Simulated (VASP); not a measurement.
Zn2B3:

```xyz
10
Lattice="5.8476 0.0000 0.0000 0.0000 5.8476 0.0000 0.0000 0.0000 3.4127" Properties=species:S:1:pos:R:3 pbc="T T T"
Zn    3.9378    1.0140    0.0000
Zn    4.8336    3.9378    0.0000
Zn    1.9098    4.8336    0.0000
Zn    1.0140    1.9098    0.0000
B     5.0956    2.1718    1.7063
B     3.6758    5.0956    1.7063
B     0.7520    3.6758    1.7063
B     2.1718    0.7520    1.7063
B     2.9238    2.9238    1.7063
B     0.0000    0.0000    1.7063
```

The cell was built from a structure type or drawn by symmetry, and may not be a known phase.

- Program: VASP 6.6.1
- Task: relaxation of cell and atoms
- Functional: PBE
- Potentials or basis: VASP PAW PBE potentials, release 64 (Zn, B)
- Cutoff: 500 eV
- k mesh: 3 × 3 × 5
- Occupations: gaussian, width 0.2 eV
- Spin: no spin polarisation

At the start: pressure -18.1 GPa; volume 11.67 Å³/atom.

Q: How do energy, volume and symmetry change on relaxing?

A: Over 16 steps the energy falls by 548.6 meV/atom and the volume is 10.10 Å³/atom (-13.5 %); space group P4/mbm (No. 127, to 0.1 Å) before and after.

The path:
```csv
step,energy change (eV),largest force (eV/Å),pressure (GPa),volume (Å³)
1,0.0000,0.7458,-18.13,116.69
2,-2.7431,0.6391,-1.47,95.57
3,-2.9452,0.7221,7.33,90.70
4,-3.7573,0.6621,9.88,90.16
5,-4.0342,2.2850,15.97,89.07
6,-4.9151,1.0312,6.95,93.85
7,-5.3200,0.3798,0.95,98.37
8,-5.3406,0.4441,-0.38,99.80
9,-5.3401,0.4530,-0.56,100.02
10,-5.3834,0.4566,-0.41,100.56
11,-5.4031,0.3756,0.68,102.09
12,-5.4235,0.4269,0.03,101.37
13,-5.4242,0.4199,0.11,101.48
14,-5.4501,0.3333,-0.30,101.67
15,-5.4814,0.1292,-1.23,102.17
16,-5.4865,0.0357,0.34,100.96
```

Final structure:
```
Zn B
1.0
     4.73958    0.00000    0.00000
     0.00000    4.73958    0.00000
     0.00000    0.00000    4.49425
Zn B
4 6
Direct
  0.68174 0.18174 0.00000
  0.81826 0.68174 0.00000
  0.31826 0.81826 0.00000
  0.18174 0.31826 0.00000
  0.87059 0.37059 0.50000
  0.62941 0.87059 0.50000
  0.12941 0.62941 0.50000
  0.37059 0.12941 0.50000
  0.50000 0.50000 0.50000
  0.00000 0.00000 0.50000
```

Caveat: the k points lie up to 0.44 Å⁻¹ apart in the final cell, too coarse for converged energies and pressures of a metal; a cell axis changed by over 15 % at a fixed basis, so the end point is rough; the relaxation stopped at a loose force limit of 0.08 eV/Å, so its end isn't a converged minimum.
